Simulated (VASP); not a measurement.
A run of VASP 6.6.1:

File INCAR:

```
PREC     = Accurate       # precision mode
ENCUT    = 520            # plane-wave cutoff, eV
EDIFF    = 1E-6           # SCF threshold, eV
ISMEAR   = -1             # smearing method
SIGMA    = 0.05           # smearing width, eV
LREAL    = False          # projectors in reciprocal space
LASPH    = True           # aspherical terms in the spheres
NELM     = 60             # most SCF steps
ALGO     = Normal         # electronic algorithm
ISIF     = 2              # what is computed and relaxed
LWAVE    = False          # write WAVECAR
LCHARG   = False          # write CHGCAR
GGA      = PS             # functional
NBANDS   = 10             # bands
```

The input KPOINTS:

```
regular mesh
0
Gamma
  10 10 5
```

Contents of POSCAR:

```
Re
1.0
    2.7482200000      0.0000000000      0.0000000000
   -1.3741100000      2.3800300000      0.0000000000
    0.0000000000      0.0000000000      4.4940700000
Re
1
Direct
    0.3333333333      0.6666666667      0.5000000000
```

Potentials or basis: VASP PAW PBE potentials, release 64 (Re).

Run with:

```sh
$ cat potpaw_PBE.64/Re/POTCAR > POTCAR
$ mpirun -np 1 vasp_std > vasp.out
```

Hardware: 1 thread of AMD EPYC 7R13 Processor (Zen 3) (shared host).

Q: Estimate the wall time of this run.

A: Run time: 10 s on 1 thread of AMD EPYC 7R13 Processor (Zen 3), with other jobs on the host, peak memory 0.11 GiB. Counts: scf iterations 12, k points 42.
